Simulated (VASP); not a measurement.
# HgTe (Fm-3m) in VASP: a series of runs

The runs below take HgTe through single point, with PBE.

Program: VASP 6.6.1. These are calculated values, not measurements. Logs are shortened: lines on timing, memory, paths and dates and some standing lists are left out, and cuts for length are marked.

## (1) The cell of the first run

It takes space group Fm-3m (No. 225, cubic). Conventional cell: a = 6.360 Å, b = 6.360 Å, c = 6.360 Å, α = 90.00°, β = 90.00°, γ = 90.00°. Hg (site symmetry m-3m) has 6 Te at 3.18 Å within 4.2 Å. Within 4.2 Å of Te (site symmetry m-3m) lie 6 Hg at 3.18 Å.

## (2) Single point, PBE

Input file INCAR:

```
PREC = Accurate
ENCUT = 520
EDIFF = 1E-7
ISMEAR = 0
SIGMA = 0.013000000000000001
LREAL = False
LASPH = True
NELM = 80
ALGO = Normal
ISIF = 2
LWAVE = False
LCHARG = True
GGA = PE
LELF = True
LVHAR = True
NBANDS = 16
```

Input file KPOINTS:

```
Automatic mesh
0
Gamma
  7 7 7
```

Input file POSCAR:

```
HgTe
1.0
    0.0000000000      3.1800000000      3.1800000000
    3.1800000000      0.0000000000      3.1800000000
    3.1800000000      3.1800000000      0.0000000000
Hg Te
1 1
Direct
    0.0000000000      0.0000000000      0.0000000000
    0.5000000000      0.5000000000      0.5000000000
```

Potentials or basis: VASP PAW PBE potentials, release 64 (Hg, Te).

On the command line:

```console
$ cat potpaw_PBE.64/Hg/POTCAR potpaw_PBE.64/Te/POTCAR > POTCAR
$ mpirun -np 1 vasp_std > vasp.out
```

OUTCAR:

```text
PREC = Accurate
   ENCUT = 520
   EDIFF = 1E-7
   ISMEAR = 0
   LREAL = False
   LASPH = True
   NELM = 80
   ISIF = 2
   GGA = PE

 ion  position               nearest neighbor table
   1  0.000  0.000  0.000-   2 3.18   2 3.18   2 3.18   2 3.18   2 3.18   2 3.18
   2  0.500  0.500  0.500-   1 3.18   1 3.18   1 3.18   1 3.18   1 3.18   1 3.18

  LATTYP: Found a face centered cubic cell.
 ALAT       =     6.3600000000

  Lattice vectors:

 A1 = (   0.0000000000,   3.1800000000,   3.1800000000)
 A2 = (   3.1800000000,   0.0000000000,   3.1800000000)
 A3 = (   3.1800000000,   3.1800000000,   0.0000000000)

Analysis of symmetry for initial positions (statically):
=====================================================================
 Subroutine PRICEL returns:
 Original cell was already a primitive cell.

 Routine SETGRP: Setting up the symmetry group for a
 face centered cubic supercell.

 Subroutine GETGRP returns: Found 48 space group operations
 (whereof 48 operations were pure point group operations)
 out of a pool of 48 trial point group operations.

The static configuration has the point symmetry O_h .

Analysis of symmetry for dynamics (positions and initial velocities):
=====================================================================
 Subroutine PRICEL returns:
 Original cell was already a primitive cell.

 Routine SETGRP: Setting up the symmetry group for a
 face centered cubic supercell.

 Subroutine GETGRP returns: Found 48 space group operations
 (whereof 48 operations were pure point group operations)
 out of a pool of 48 trial point group operations.

The dynamic configuration has the point symmetry O_h .

 Subroutine INISYM returns: Found 48 space group operations
 (whereof 48 operations are pure point group operations),
 and found     1 'primitive' translations

----------------------------------------------------------------------------------------

                                     Primitive cell

  volume of cell :      64.3149

  direct lattice vectors                    reciprocal lattice vectors
     0.000000000  3.180000000  3.180000000    -0.157232704  0.157232704  0.157232704
     3.180000000  0.000000000  3.180000000     0.157232704 -0.157232704  0.157232704
     3.180000000  3.180000000  0.000000000     0.157232704  0.157232704 -0.157232704

  length of vectors
     4.497199128  4.497199128  4.497199128     0.272335033  0.272335033  0.272335033

  position of ions in fractional coordinates (direct lattice)
     0.000000000  0.000000000  0.000000000
[... 74 lines left out ...]
   LREAL  =      F    real-space projection
   EDIFFG = 0.1E-05   stopping-criterion for IOM
   NSW    =      0    number of steps for IOM
   IBRION =     -1    ionic relax: 0-MD 1-quasi-New 2-CG
   NFREE  =      0    steps in history (QN), initial steepest desc. (CG)
   ISIF   =      2    stress and relaxation
   ISYM   =      2    0-nonsym 1-usesym 2-fastsym
   POTIM  = 0.5000    time-step for ionic-motion
   TEBEG  =    0.0;   TEEND  =   0.0 temperature during run
   PSTRESS=    0.0 pullay stress
   NELECT =      18.0000    total number of electrons
   NUPDOWN=      -1.0000    fix difference up-down
   EMIN   =  10.00;   EMAX   =-10.00  energy-range for DOS
   EFERMI =   0.00;   METHOD = LEGACY
   ISMEAR =     0;   SIGMA  =   0.01  broadening in eV -4-tet -1-fermi 0-gaus
   EFERMI_NEDOS =   21; number of points for ismear=-14 and -15
   IALGO  =     38    algorithm
   IMIX   =      4    mixing-type and parameters
     AMIX     =   0.40;   BMIX     =  1.00
     AMIX_MAG =   1.60;   BMIX_MAG =  1.00
  volume/ion in A,a.u.               =      32.16       217.01
  Fermi-wavevector in a.u.,A,eV,Ry     =   1.070850  2.023613 15.602062  1.146719
  Thomas-Fermi vector in A             =   2.206572
   LORBIT       =      0    0 simple, 1 ext, 2 COOP (PROOUT), +10 PAW based schemes
   GGA     = PE    functional components
   LHFCALC =     F    Hartree Fock is set to
   AEXX    =    0.0000 exact exchange contribution
   IVDW    =     0    specifies the selected vdW correction
   LEPSILON=     F    determine dielectric tensor
   LRPA    =     F    only Hartree local field effects (RPA)
 non-spin polarized calculation
 Gauss-broadening in eV      SIGMA  =   0.01
  energy-cutoff  :      520.00
  volume of cell :       64.31
 maximum number of plane-waves:      1759
 NGX is ok and might be reduce to    36
   NGX = 17   NGY = 17   NGZ = 17

 number of electron      17.9999998 magnetization

 Free energy of the ion-electron system (eV)
  ---------------------------------------------------
  ext. energy  EPLUGINS =         0.00000000
  ---------------------------------------------------
  free energy    TOTEN  =        -3.27907680 eV

  energy without entropy =       -3.27887241  energy(sigma->0) =       -3.27897461

 E-fermi :   3.0977     XC(G=0):  -9.2807

 val. band max:        3.0914615353   @ k =  -0.1429   0.1429   0.0000
 cond. band min:       3.1996789999   @ k =   0.4286   0.0000   0.0000
 fundamental gap:      0.1082174646
 Fermi energy:         3.0976617069

 k-point     1 :       0.0000    0.0000    0.0000
  band No.  band energies     occupation
      1      -8.1722      2.00000
      2      -3.1990      2.00000
      3      -3.1990      2.00000
      4      -3.1491      2.00000
      5      -3.1491      2.00000
      6      -3.1491      2.00000
[... 357 lines left out ...]
      3      -3.1833      2.00000
      4      -3.1198      2.00000
      5      -2.9919      2.00000
      6      -2.7817      2.00000
[... 8 lines left out ...]
     15      13.1182      0.00000
     16      15.2424      0.00000

------------------------ aborting loop because EDIFF is reached ----------------------------------------

  FORCE on cell =-STRESS in cart. coord.  units (eV):
  Direction    XX          YY          ZZ          XY          YZ          ZX
  --------------------------------------------------------------------------------------
  -------------------------------------------------------------------------------------
  Total       -1.4831447     -1.4831447     -1.4831447     -0.0000000     -0.0000000      0.0000000
  in kB      -36.9473038    -36.9473038    -36.9473038     -0.0000000     -0.0000000      0.0000000
  external PRESSURE =     -36.9473038 kB  Pullay stress =       0.0000000 kB

 VOLUME and BASIS-vectors are now :
 -----------------------------------------------------------------------------
  energy-cutoff  :      520.00
  volume of cell :       64.31
      direct lattice vectors                 reciprocal lattice vectors
     0.000000000  3.180000000  3.180000000    -0.157232704  0.157232704  0.157232704
     3.180000000  0.000000000  3.180000000     0.157232704 -0.157232704  0.157232704
     3.180000000  3.180000000  0.000000000     0.157232704  0.157232704 -0.157232704

 POSITION                                       TOTAL-FORCE (eV/Angst)
 -----------------------------------------------------------------------------------
      0.00000      0.00000      0.00000        -0.000000     -0.000000     -0.000000
      3.18000      3.18000      3.18000         0.000000      0.000000      0.000000
 -----------------------------------------------------------------------------------
    total drift:                               -0.000000      0.000000      0.000000

  FREE ENERGIE OF THE ION-ELECTRON SYSTEM (eV)
  ---------------------------------------------------
  free  energy   TOTEN  =        -3.2790768037 eV

  energy  without entropy=       -3.2788724101  energy(sigma->0) =       -3.27897461
```

stdout:

```text
POSCAR found type information on POSCAR HgTe
 POSCAR found :  2 types and       2 ions
 scaLAPACK will be used
 LDA part: xc-table for (Slater+PW92), standard interpolation
 POSCAR, INCAR and KPOINTS ok, starting setup
 FFT: planning ... GRIDC
 FFT: planning ... GRID_SOFT
 FFT: planning ... GRID
 WAVECAR not read
 entering main loop
```

Wall time 12 s (1 thread of AMD EPYC 9R45 (Zen 5), shared host); peak memory 0.18 GiB.

What came out:

- Free energy: -3.2791 eV
- Pressure: -3.7 GPa
- Band gap on the k mesh: zero (band 9 reaches 3.25 eV, above the bottom of band 10 at 1.34 eV)

Caveat: spin-orbit coupling is left out, which moves the levels of the heavy elements.

## (3) Single point, PBE

Input file INCAR:

```
SYSTEM = HgTe
  PREC = Accurate
  ENCUT = 520
  EDIFF = 1E-7
  ISMEAR = 0
  SIGMA = 0.014
  LREAL = .FALSE.
  LASPH = .TRUE.
  NELM = 60
  ALGO = Normal
  ISIF = 2
  LWAVE = .FALSE.
  LCHARG = .TRUE.
  GGA = PE
  LELF = .TRUE.
  LVHAR = .TRUE.
  NBANDS = 16
```

Input file KPOINTS:

```
Automatic mesh
0
G
  7 7 7
  0 0 0
```

POSCAR is that of step 2.

Potentials or basis: VASP PAW PBE potentials, release 64 (Hg, Te).

On the command line:

```console
$ cat potpaw_PBE.64/Hg/POTCAR potpaw_PBE.64/Te/POTCAR > POTCAR
$ mpirun -np 1 vasp_std > vasp.out
```

OUTCAR:

```text
SYSTEM = HgTe
   PREC = Accurate
   ENCUT = 520
   EDIFF = 1E-7
   ISMEAR = 0
   LREAL = .FALSE.
   LASPH = .TRUE.
   NELM = 60
   ISIF = 2
   GGA = PE

 ion  position               nearest neighbor table
   1  0.000  0.000  0.000-   2 3.18   2 3.18   2 3.18   2 3.18   2 3.18   2 3.18
   2  0.500  0.500  0.500-   1 3.18   1 3.18   1 3.18   1 3.18   1 3.18   1 3.18

  LATTYP: Found a face centered cubic cell.
 ALAT       =     6.3600000000

  Lattice vectors:

 A1 = (   0.0000000000,   3.1800000000,   3.1800000000)
 A2 = (   3.1800000000,   0.0000000000,   3.1800000000)
 A3 = (   3.1800000000,   3.1800000000,   0.0000000000)

Analysis of symmetry for initial positions (statically):
=====================================================================
 Subroutine PRICEL returns:
 Original cell was already a primitive cell.

 Routine SETGRP: Setting up the symmetry group for a
 face centered cubic supercell.

 Subroutine GETGRP returns: Found 48 space group operations
 (whereof 48 operations were pure point group operations)
 out of a pool of 48 trial point group operations.

The static configuration has the point symmetry O_h .

Analysis of symmetry for dynamics (positions and initial velocities):
=====================================================================
 Subroutine PRICEL returns:
 Original cell was already a primitive cell.

 Routine SETGRP: Setting up the symmetry group for a
 face centered cubic supercell.

 Subroutine GETGRP returns: Found 48 space group operations
 (whereof 48 operations were pure point group operations)
 out of a pool of 48 trial point group operations.

The dynamic configuration has the point symmetry O_h .

 Subroutine INISYM returns: Found 48 space group operations
 (whereof 48 operations are pure point group operations),
 and found     1 'primitive' translations

----------------------------------------------------------------------------------------

                                     Primitive cell

  volume of cell :      64.3149

[... 103 lines left out ...]
     AMIX_MAG =   1.60;   BMIX_MAG =  1.00
  volume/ion in A,a.u.               =      32.16       217.01
  Fermi-wavevector in a.u.,A,eV,Ry     =   1.070850  2.023613 15.602062  1.146719
  Thomas-Fermi vector in A             =   2.206572
   LORBIT       =      0    0 simple, 1 ext, 2 COOP (PROOUT), +10 PAW based schemes
   GGA     = PE    functional components
   LHFCALC =     F    Hartree Fock is set to
   AEXX    =    0.0000 exact exchange contribution
   IVDW    =     0    specifies the selected vdW correction
   LEPSILON=     F    determine dielectric tensor
   LRPA    =     F    only Hartree local field effects (RPA)
 non-spin polarized calculation
 Gauss-broadening in eV      SIGMA  =   0.01
  energy-cutoff  :      520.00
  volume of cell :       64.31
 maximum number of plane-waves:      1759
 NGX is ok and might be reduce to    36
   NGX = 17   NGY = 17   NGZ = 17

 number of electron      17.9999998 magnetization

 Free energy of the ion-electron system (eV)
  ---------------------------------------------------
  ext. energy  EPLUGINS =         0.00000000
  ---------------------------------------------------
  free energy    TOTEN  =        -3.27909253 eV

  energy without entropy =       -3.27887241  energy(sigma->0) =       -3.27898247

 E-fermi :   3.0981     XC(G=0):  -9.2807

 val. band max:        3.0914611990   @ k =  -0.1429   0.1429   0.0000
 cond. band min:       3.1996786938   @ k =   0.4286   0.0000   0.0000
 fundamental gap:      0.1082174948
 Fermi energy:         3.0981383069

 k-point     1 :       0.0000    0.0000    0.0000
  band No.  band energies     occupation
      1      -8.1722      2.00000
      2      -3.1990      2.00000
      3      -3.1990      2.00000
      4      -3.1491      2.00000
      5      -3.1491      2.00000
      6      -3.1491      2.00000
[... 357 lines left out ...]
      3      -3.1833      2.00000
      4      -3.1198      2.00000
      5      -2.9919      2.00000
      6      -2.7817      2.00000
[... 8 lines left out ...]
     15      13.1182      0.00000
     16      15.2424      0.00000

------------------------ aborting loop because EDIFF is reached ----------------------------------------

  FORCE on cell =-STRESS in cart. coord.  units (eV):
  Direction    XX          YY          ZZ          XY          YZ          ZX
  --------------------------------------------------------------------------------------
  -------------------------------------------------------------------------------------
  Total       -1.4831486     -1.4831486     -1.4831486      0.0000000     -0.0000000      0.0000000
  in kB      -36.9473999    -36.9473999    -36.9473999      0.0000000     -0.0000000      0.0000000
  external PRESSURE =     -36.9473999 kB  Pullay stress =       0.0000000 kB

 VOLUME and BASIS-vectors are now :
 -----------------------------------------------------------------------------
  energy-cutoff  :      520.00
  volume of cell :       64.31
      direct lattice vectors                 reciprocal lattice vectors
     0.000000000  3.180000000  3.180000000    -0.157232704  0.157232704  0.157232704
     3.180000000  0.000000000  3.180000000     0.157232704 -0.157232704  0.157232704
     3.180000000  3.180000000  0.000000000     0.157232704  0.157232704 -0.157232704

 POSITION                                       TOTAL-FORCE (eV/Angst)
 -----------------------------------------------------------------------------------
      0.00000      0.00000      0.00000         0.000000     -0.000000      0.000000
      3.18000      3.18000      3.18000        -0.000000      0.000000      0.000000
 -----------------------------------------------------------------------------------
    total drift:                               -0.000000      0.000000      0.000000

  FREE ENERGIE OF THE ION-ELECTRON SYSTEM (eV)
  ---------------------------------------------------
  free  energy   TOTEN  =        -3.2790925267 eV

  energy  without entropy=       -3.2788724105  energy(sigma->0) =       -3.27898247
```

OSZICAR:

```text
N       E                     dE             d eps       ncg     rms          rms(c)
DAV:   1     0.101444308071E+03    0.10144E+03   -0.79847E+03   640   0.980E+02
DAV:   2    -0.424567692055E-01   -0.10149E+03   -0.94050E+02   736   0.220E+02
DAV:   3    -0.343455161582E+01   -0.33921E+01   -0.33836E+01   800   0.425E+01
DAV:   4    -0.346054870172E+01   -0.25997E-01   -0.25996E-01   912   0.337E+00
DAV:   5    -0.346073714999E+01   -0.18845E-03   -0.18845E-03   824   0.217E-01    0.518E+00
DAV:   6    -0.328335212512E+01    0.17739E+00   -0.37061E-01   752   0.699E+00    0.428E+00
DAV:   7    -0.327942367685E+01    0.39284E-02   -0.51433E-02   736   0.152E+00    0.181E+00
DAV:   8    -0.327903873556E+01    0.38494E-03   -0.44026E-03   760   0.703E-01    0.339E-01
DAV:   9    -0.327906346650E+01   -0.24731E-04   -0.46669E-04   800   0.189E-01    0.416E-02
DAV:  10    -0.327908524740E+01   -0.21781E-04   -0.46268E-05   816   0.561E-02    0.291E-02
DAV:  11    -0.327909258890E+01   -0.73415E-05   -0.10274E-05   736   0.213E-02    0.110E-02
DAV:  12    -0.327909252668E+01    0.62217E-07   -0.96071E-07   736   0.695E-03
   1 F= -.32790925E+01 E0= -.32789825E+01  d E =-.220116E-03
```

Wall time 12 s (1 thread of AMD EPYC 9R45 (Zen 5), shared host); peak memory 0.18 GiB.

What came out:

```
Free energy            : -3.2791 eV
Pressure               : -3.7 GPa
Band gap on the k mesh : zero (band 9 reaches 3.25 eV, above the bottom of band 10 at 1.34 eV)
```

Caveat: spin-orbit coupling is left out, which moves the levels of the heavy elements.

(Part 1 of 2 ends here.)
